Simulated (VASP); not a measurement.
## Na: single point with PBE

System: Na.

```
Na
1.0
     0.00000    4.04014    4.04014
     4.04014    0.00000    4.04014
     4.04014    4.04014    0.00000
Na
1
Cartesian
  2.0201 2.0201 2.0201
```

* Program: VASP 6.6.1
* Task: single point
* Functional: PBE
* Potentials or basis: VASP PAW PBE potentials, release 64 (Na_pv)
* Cutoff: 400 eV
* k mesh: 6 × 6 × 6
* Occupations: gaussian, width 0.1 eV
* Spin: no spin polarisation

| Item | Value |
| --- | --- |
| Pressure | -0.9 GPa |
| Band gap on the k mesh | zero (an odd number of electrons rules out a gap without spin polarisation) |

Levels at points of the mesh, in eV from the Fermi level:
```csv
k point,band 1,band 2,band 3,band 4,band 5,band 6,band 7,band 8
"(0.00, 0.00, 0.00)",-26.08,-26.08,-26.08,-1.30,5.05,5.05,5.05,5.66
"(0.50, 0.00, 0.00)",-26.08,-26.08,-26.08,0.14,0.76,4.47,4.47,5.02
"(0.50, 0.50, 0.00)",-26.08,-26.08,-26.08,0.75,1.16,3.19,3.19,3.54
```

Run time: 29 s on 1 thread of Intel Xeon 8259CL, with other jobs on the host, peak memory 0.22 GiB.
